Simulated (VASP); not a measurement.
# BaTiO3 (Amm2) in VASP: a series of runs, part 2 of 2

VASP 6.6.1. The steps go on from the part before.

**3. Single point, PBE+U (strain +0.0300 x Voigt [0, 1, 0, 0, 0, 0])**

INCAR reads:

```
SYSTEM = BaTiO3
ALGO     = Normal         ! electronic algorithm
EDIFF    = 1E-6           ! SCF threshold, eV
ENCUT    = 520            ! plane-wave cutoff, eV
GGA      = PE             ! functional
ISIF     = 2              ! what is computed and relaxed
ISMEAR   = 0              ! smearing method
LASPH    = .TRUE.         ! aspherical terms in the spheres
LCHARG   = .FALSE.        ! write CHGCAR
LDAU     = .TRUE.         ! DFT+U
LDAUJ    = 0 0 0        
LDAUL    = -1 2 -1        ! shell
LDAUPRINT= 1            
LDAUTYPE = 2            
LDAUU    = 0 4 0          ! U, eV
LMAXMIX  = 4              ! l up to which the mixer works
LREAL    = .FALSE.        ! projectors in reciprocal space
LWAVE    = .FALSE.        ! write WAVECAR
NBANDS   = 28             ! bands
NELM     = 150            ! most SCF steps
PREC     = Accurate       ! precision mode
SIGMA    = 0.05           ! smearing width, eV
```

KPOINTS reads:

```
k-points
0
G
  6 6 6
  0 0 0
```

POSCAR reads:

```
BaTiO3
1.0
    4.0082194746      0.0000000000      0.0000000000
    0.0000000000      2.9594799163      2.8859183788
    0.0000000000     -2.9594799163      2.8859183788
Ba Ti O
1 1 3
Direct
    0.0000000000      0.0080771845      0.0080771845
    0.5000000000      0.5197092871      0.5197092871
    0.0000000000      0.4916268390      0.4916268390
    0.5000000000      0.4938075372      0.9829991522
    0.5000000000      0.9829991522      0.4938075372
```

Potentials or basis: VASP PAW PBE potentials, release 64 (Ba_sv, Ti_sv, O).

Run with:

```sh
> cat potpaw_PBE.64/Ba_sv/POTCAR potpaw_PBE.64/Ti_sv/POTCAR potpaw_PBE.64/O/POTCAR > POTCAR
> mpirun -np 1 vasp_std > vasp.out
```

OUTCAR:

```text
SYSTEM = BaTiO3
   EDIFF = 1E-6
   ENCUT = 520
   GGA = PE
   ISIF = 2
   ISMEAR = 0
   LASPH = .TRUE.
   LREAL = .FALSE.
   NELM = 150
   PREC = Accurate

 ion  position               nearest neighbor table
   1  0.000  0.008  0.008-   3 2.79   4 2.84   5 2.84   4 2.84   5 2.84   5 2.92   4 2.92   5 2.92
                             4 2.92   3 2.96   3 2.96   3 2.98   2 3.46   2 3.46   2 3.57   2 3.57
   2  0.500  0.520  0.520-   4 1.92   5 1.92   3 2.01   3 2.01   5 2.22   4 2.22   1 3.46   1 3.46
                             1 3.57   1 3.57   1 3.57   1 3.57   1 3.57   1 3.57
   3  0.000  0.492  0.492-   2 2.01   2 2.01   1 2.79   1 2.96   1 2.96   1 2.98
   4  0.500  0.494  0.983-   2 1.92   2 2.22   1 2.84   1 2.84   1 2.92   1 2.92
   5  0.500  0.983  0.494-   2 1.92   2 2.22   1 2.84   1 2.84   1 2.92   1 2.92

  LATTYP: Found a base centered orthorhombic cell.
 ALAT       =     5.7718367576
 B/A-ratio  =     1.0254898191
 C/A-ratio  =     0.6944443585

  Lattice vectors:

 A1 = (   0.0000000000,   2.9594799163,   2.8859183788)
 A2 = (   0.0000000000,  -2.9594799163,   2.8859183788)
 A3 = (   4.0082194746,   0.0000000000,   0.0000000000)

[... 221 lines left out ...]
 cond. band min:       5.9346768742   @ k =   0.0000   0.0000   0.0000
 fundamental gap:      2.4237208637
 Fermi energy:         3.7141370801

 k-point     1 :       0.0000    0.0000    0.0000
  band No.  band energies     occupation
      1     -54.3171      2.00000
      2     -30.5069      2.00000
      3     -30.4648      2.00000
      4     -30.4538      2.00000
      5     -21.5424      2.00000
      6     -13.3230      2.00000
[... 733 lines left out ...]
     27      11.2814      0.00000
     28      11.6861      0.00000

 [... further k-points ...]

------------------------ aborting loop because EDIFF is reached ----------------------------------------

  FORCE on cell =-STRESS in cart. coord.  units (eV):
  Direction    XX          YY          ZZ          XY          YZ          ZX
  --------------------------------------------------------------------------------------
  -------------------------------------------------------------------------------------
  Total        0.1285623     -2.1900895      0.4470186      0.0000000      0.0000000      0.0000000
  in kB        3.0084535    -51.2497224     10.4605666      0.0000000      0.0000000      0.0000000
  external PRESSURE =     -12.5935675 kB  Pullay stress =       0.0000000 kB

 VOLUME and BASIS-vectors are now :
 -----------------------------------------------------------------------------
  energy-cutoff  :      520.00
  volume of cell :       68.47
      direct lattice vectors                 reciprocal lattice vectors
     4.008219475  0.000000000  0.000000000     0.249487336  0.000000000  0.000000000
     0.000000000  2.959479916  2.885918379     0.000000000  0.168948604  0.173255073
     0.000000000 -2.959479916  2.885918379     0.000000000 -0.168948604  0.173255073

 POSITION                                       TOTAL-FORCE (eV/Angst)
 -----------------------------------------------------------------------------------
      0.00000      0.00000      0.04662         0.000000      0.000000     -0.026614
      2.00411      0.00000      2.99968         0.000000      0.000000     -0.226201
      0.00000      0.00000      2.83759         0.000000      0.000000      0.026651
      2.00411     -1.44775      4.26194         0.000000     -0.007903      0.113082
      2.00411      1.44775      4.26194         0.000000      0.007903      0.113082
 -----------------------------------------------------------------------------------
    total drift:                                0.000000      0.000001     -0.000362

  FREE ENERGIE OF THE ION-ELECTRON SYSTEM (eV)
  ---------------------------------------------------
  free  energy   TOTEN  =       -37.3000744160 eV

  energy  without entropy=      -37.3000744160  energy(sigma->0) =      -37.30007442
```

OSZICAR:

```text
N       E                     dE             d eps       ncg     rms          rms(c)
DAV:   1     0.434681449179E+03    0.43468E+03   -0.20684E+04  2912   0.153E+03
DAV:   2    -0.567207492311E+01   -0.44035E+03   -0.42198E+03  3456   0.422E+02
DAV:   3    -0.472126753896E+02   -0.41541E+02   -0.41243E+02  4064   0.130E+02
DAV:   4    -0.492732252733E+02   -0.20605E+01   -0.20560E+01  4532   0.244E+01
DAV:   5    -0.493416989554E+02   -0.68474E-01   -0.68464E-01  3996   0.322E+00    0.226E+01
DAV:   6    -0.372109993655E+02    0.12131E+02   -0.58994E+01  4444   0.661E+01    0.886E+00
DAV:   7    -0.373838912875E+02   -0.17289E+00   -0.82253E+00  3836   0.173E+01    0.545E+00
DAV:   8    -0.372970840110E+02    0.86807E-01   -0.11856E+00  3676   0.928E+00    0.230E+00
DAV:   9    -0.373099241791E+02   -0.12840E-01   -0.20864E-01  3520   0.320E+00    0.109E+00
DAV:  10    -0.373126258275E+02   -0.27016E-02   -0.10704E-01  3420   0.199E+00    0.941E-01
DAV:  11    -0.373024657785E+02    0.10160E-01   -0.82839E-02  3932   0.246E+00    0.380E-01
DAV:  12    -0.373003086337E+02    0.21571E-02   -0.54056E-03  3656   0.694E-01    0.132E-01
DAV:  13    -0.373002358638E+02    0.72770E-04   -0.40823E-03  3980   0.432E-01    0.109E-01
DAV:  14    -0.373000797701E+02    0.15609E-03   -0.75112E-04  3992   0.197E-01    0.344E-02
DAV:  15    -0.373000782698E+02    0.15004E-05   -0.23285E-05  3448   0.335E-02    0.238E-02
DAV:  16    -0.373000738144E+02    0.44553E-05   -0.14067E-05  3740   0.289E-02    0.843E-03
DAV:  17    -0.373000744160E+02   -0.60164E-06   -0.35261E-06  3132   0.195E-02
   1 F= -.37300074E+02 E0= -.37300074E+02  d E =-.880564E-11
```

stdout:

```text
POSCAR found type information on POSCAR BaTiO
 POSCAR found :  3 types and       5 ions
 scaLAPACK will be used
 LDA part: xc-table for (Slater+PW92), standard interpolation
 POSCAR, INCAR and KPOINTS ok, starting setup
 FFT: planning ... GRIDC
 FFT: planning ... GRID_SOFT
 FFT: planning ... GRID
 WAVECAR not read
 entering main loop
```

It took 90 s on 1 thread of Intel Xeon 6975P-C, shared host; peak memory 0.25 GiB.

Results:

```yaml
Free_energy: -37.3001 eV
Pressure: -1.3 GPa
Largest_force: 0.226 eV/Å
Band_gap_on_the_k_mesh: 2.42 eV, indirect (least direct gap 2.89 eV)
```

Forces in eV/Å, atoms in the order of the input:
```
Ba   0.000  0.000 -0.027
Ti   0.000  0.000 -0.226
O    0.000  0.000  0.027
O    0.000 -0.008  0.113
O    0.000  0.008  0.113
```

Levels at points of the mesh, in eV from the valence-band top:
| k point | band 18 | band 19 | band 20 | band 21 | band 22 | band 23 |
| --- | --- | --- | --- | --- | --- | --- |
| (0.00, 0.00, 0.00) | -0.53 | -0.50 | -0.47 | 2.42 | 2.44 | 2.51 |
| (0.50, 0.00, 0.00) | -1.57 | -1.18 | -1.01 | 2.67 | 3.76 | 3.79 |
| (0.00, 0.50, 0.00) | -1.61 | -0.97 | -0.84 | 2.56 | 3.70 | 3.72 |
| (0.50, 0.50, 0.00) | -0.96 | -0.93 | -0.11 | 3.72 | 3.87 | 4.20 |
| (0.00, 0.50, 0.50) | -1.05 | -1.04 | -0.26 | 3.72 | 3.76 | 4.03 |
| (0.50, 0.50, 0.50) | -0.17 | -0.07 | 0.00 | 4.23 | 4.27 | 4.44 |

Eigenvalues of the final occupation matrices:
```tsv
site	spin	trace	eigenvalues
site 2 d	1	0.79	0.11 0.11 0.11 0.23 0.23
site 2 d	2	0.79	0.11 0.11 0.11 0.23 0.23
```

Caveat: the cell differs from its parent crystal (strain +0.0300 x Voigt [0, 1, 0, 0, 0, 0]); spin-orbit coupling is left out, which moves the levels of the heavy elements.

**4. Single point, PBE+U (strain +0.0350 x Voigt [0, 1, 0, 0, 0, 0])**

INCAR reads:

```
SYSTEM = BaTiO3
PREC = Accurate
ENCUT = 520
EDIFF = 1E-6
ISMEAR = 0
SIGMA = 0.05
LREAL = .False.
LASPH = .True.
NELM = 150
ALGO = Normal
ISIF = 2
LWAVE = .False.
LCHARG = .False.
LMAXMIX = 4
LDAU = .True.
LDAUTYPE = 2
LDAUL = -1 2 -1
LDAUU = 0 4 0
LDAUJ = 0 0 0
LDAUPRINT = 1
GGA = PE
NBANDS = 28
```

KPOINTS reads:

```
regular mesh
0
Gamma
  6 6 6
  0 0 0
```

POSCAR: that of step 3 with these lines changed.

```diff
@@ -3,4 +3,4 @@
     4.0082194746      0.0000000000      0.0000000000
-    0.0000000000      2.9594799163      2.8859183788
-    0.0000000000     -2.9594799163      2.8859183788
+    0.0000000000      2.9738463236      2.8859183788
+    0.0000000000     -2.9738463236      2.8859183788
 Ba Ti O
```

Run with:

```sh
> cat potpaw_PBE.64/Ba_sv/POTCAR potpaw_PBE.64/Ti_sv/POTCAR potpaw_PBE.64/O/POTCAR > POTCAR
> mpirun -np 1 vasp_std > vasp.out
```

Wall time 92 s (1 thread of Intel Xeon 6975P-C, shared host); peak memory 0.25 GiB.

Results (log left out):

```yaml
Free_energy: -37.2884 eV
Pressure: -1.9 GPa
Largest_force: 0.173 eV/Å
Band_gap_on_the_k_mesh: 2.41 eV, indirect (least direct gap 2.88 eV)
```

Forces in eV/Å, atoms in the order of the input:
```
Ba   0.000  0.000 -0.024
Ti   0.000  0.000 -0.173
O    0.000  0.000  0.029
O    0.000  0.038  0.084
O    0.000 -0.038  0.084
```

Stress tensor (GPa, compression positive):
```
-0.10  0.00  0.00
 0.00 -6.40  0.00
 0.00  0.00  0.78
```

Levels at points of the mesh, in eV from the valence-band top:
| k point | band 16 | band 17 | band 18 | band 19 | band 20 | band 21 | band 22 | band 23 | band 24 | band 25 |
| --- | --- | --- | --- | --- | --- | --- | --- | --- | --- | --- |
| (0.00, 0.00, 0.00) | -1.16 | -1.14 | -0.55 | -0.50 | -0.47 | 2.41 | 2.41 | 2.49 | 3.79 | 3.87 |
| (0.50, 0.00, 0.00) | -2.04 | -1.71 | -1.58 | -1.20 | -0.99 | 2.64 | 3.74 | 3.75 | 3.93 | 5.28 |
| (0.00, 0.50, 0.00) | -1.84 | -1.68 | -1.60 | -0.97 | -0.84 | 2.54 | 3.65 | 3.68 | 3.85 | 5.37 |
| (0.50, 0.50, 0.00) | -2.53 | -1.90 | -0.97 | -0.93 | -0.11 | 3.68 | 3.84 | 4.17 | 4.23 | 7.03 |
| (0.00, 0.50, 0.50) | -2.38 | -1.85 | -1.07 | -1.05 | -0.26 | 3.68 | 3.73 | 3.99 | 4.59 | 6.77 |
| (0.50, 0.50, 0.50) | -2.36 | -2.26 | -0.17 | -0.08 | 0.00 | 4.19 | 4.23 | 4.41 | 6.12 | 6.16 |

Eigenvalues of the final occupation matrices:
| site | spin | trace | eigenvalues |
| --- | --- | --- | --- |
| site 2 d | 1 | 0.79 | 0.11 0.11 0.11 0.23 0.23 |
| site 2 d | 2 | 0.79 | 0.11 0.11 0.11 0.23 0.23 |

Caveat: the cell differs from its parent crystal (strain +0.0350 x Voigt [0, 1, 0, 0, 0, 0]); spin-orbit coupling is left out, which moves the levels of the heavy elements.

**5. Single point, PBE+U (strain -0.0200 x Voigt [0, 1, 0, 0, 0, 0])**

INCAR reads:

```
PREC = Accurate
ENCUT = 520
EDIFF = 1E-6
ISMEAR = 0
SIGMA = 0.05
LREAL = False
LASPH = True
NELM = 150
ALGO = Normal
ISIF = 2
LWAVE = False
LCHARG = False
LMAXMIX = 4
LDAU = True
LDAUTYPE = 2
LDAUL = -1 2 -1
LDAUU = 0 4 0
LDAUJ = 0 0 0
LDAUPRINT = 1
GGA = PE
NBANDS = 28
```

KPOINTS reads:

```
Automatic mesh
0
Gamma
  6 6 6
```

POSCAR: that of step 4 with these lines changed.

```diff
@@ -3,4 +3,4 @@
     4.0082194746      0.0000000000      0.0000000000
-    0.0000000000      2.9738463236      2.8859183788
-    0.0000000000     -2.9738463236      2.8859183788
+    0.0000000000      2.8158158427      2.8859183788
+    0.0000000000     -2.8158158427      2.8859183788
 Ba Ti O
```

Run with:

```sh
> cat potpaw_PBE.64/Ba_sv/POTCAR potpaw_PBE.64/Ti_sv/POTCAR potpaw_PBE.64/O/POTCAR > POTCAR
> mpirun -np 1 vasp_std > vasp.out
```

Run time: 45 s. Hardware: 1 thread of AMD EPYC 9R45 (Zen 5), shared host; peak memory 0.2 GiB.

Results (log left out):

```
Free energy            : -37.2475 eV
Pressure               : 7.2 GPa
Largest force          : 0.862 eV/Å
Band gap on the k mesh : 2.52 eV, indirect (least direct gap 2.87 eV)
```

Forces in eV/Å, atoms in the order of the input:
```
Ba   0.000  0.000 -0.057
Ti   0.000  0.000 -0.862
O    0.000  0.000  0.001
O    0.000 -0.528  0.459
O    0.000  0.528  0.459
```

Stress tensor (GPa, compression positive):
```
 5.48  0.00  0.00
 0.00 10.67  0.00
 0.00  0.00  5.37
```

Levels at points of the mesh, in eV from the valence-band top:
```
           k point  band 17  band 18  band 19  band 20  band 21  band 22  band 23  band 24
(0.00, 0.00, 0.00)    -1.06    -0.48    -0.45    -0.35     2.52     2.72     2.77     4.23
(0.50, 0.00, 0.00)    -1.55    -1.52    -1.19    -0.95     2.90     4.01     4.12     4.25
(0.00, 0.50, 0.00)    -1.81    -1.67    -0.93    -0.83     2.78     4.11     4.12     4.23
(0.50, 0.50, 0.00)    -1.84    -0.96    -0.94    -0.09     4.10     4.14     4.49     4.76
(0.00, 0.50, 0.50)    -1.79    -0.91    -0.79    -0.20     4.09     4.17     4.46     4.94
(0.50, 0.50, 0.50)    -2.27    -0.13    -0.01     0.00     4.66     4.70     4.74     6.32
```

Eigenvalues of the final occupation matrices:
```
    site  spin  trace               eigenvalues
site 2 d     1   0.82  0.11 0.11 0.11 0.24 0.25
site 2 d     2   0.82  0.11 0.11 0.11 0.24 0.25
```

Caveat: the cell differs from its parent crystal (strain -0.0200 x Voigt [0, 1, 0, 0, 0, 0]); spin-orbit coupling is left out, which moves the levels of the heavy elements. A k mesh can miss the band edges.

**6. Summary**

| cell | gap on the mesh (eV) | pressure (GPa) | largest force (eV/Å) |
| --- | --- | --- | --- |
| a = 4.008, b = 4.113, c = 4.113 Å, angles 90.9, 90.0, 90.0°, 5 atoms | 2.45 | 0.2 | 0.34 |
| a = 4.008, b = 4.134, c = 4.134 Å, angles 91.4, 90.0, 90.0°, 5 atoms | 2.42 | -1.3 | 0.23 |
| a = 4.008, b = 4.144, c = 4.144 Å, angles 91.7, 90.0, 90.0°, 5 atoms | 2.41 | -1.9 | 0.17 |
| a = 4.008, b = 4.032, c = 4.032 Å, angles 88.6, 90.0, 90.0°, 5 atoms | 2.52 | 7.2 | 0.86 |

Alike in all rows: task single point; level PBE+U; potentials or basis VASP PAW PBE potentials, release 64 (Ba_sv, Ti_sv, O); no spin polarisation; Ti d U = 4.0 eV; k mesh 6 × 6 × 6; cutoff (eV) 520; smearing gaussian 0.05 eV.

Caveats: spin-orbit coupling is left out, which moves the levels of the heavy elements.

Total energies depend on the potentials used, so only differences within one code and one set of settings carry meaning.
